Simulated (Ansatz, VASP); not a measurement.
# CoO in VASP and in Ansatz

```
Co O
1.0
    -1.50800    1.50800    2.10725
     1.50800   -1.50800    2.10725
     1.50800    1.50800   -2.10725
Co O
1 1
Direct
  0.00000 0.00000 0.00000
  0.50000 0.50000 0.00000
```

Alike in both runs: task single point; functional PBE; k mesh 10 × 10 × 10; occupations fermi-dirac, width 0.05 eV; collinear spin; fixed moment 0.5 μB.

```csv
,VASP,Ansatz
version,VASP 6.6.1,Ansatz 0.2.0
potentials or method,"VASP PAW PBE potentials, release 64 (Co_sv, O)",Ansatz PAW
plane-wave cutoff (eV),600,420
valence electrons in the cell,23,23
```

```csv
,VASP,Ansatz,Ansatz less VASP
pressure (GPa),-19.3,-17.0,+2.36
"traceless stress, the component that is largest in VASP (GPa)",0.41,0.40,-0.007
net moment per atom (μB),0.25,0.25,0.000
size of the moment on the site where the two differ most (μB),0.50,0.49,-0.012
```

Site moments also hang on the region over which each program counts them. The functional is the same, so the differences come from potentials, cutoffs and numerics.
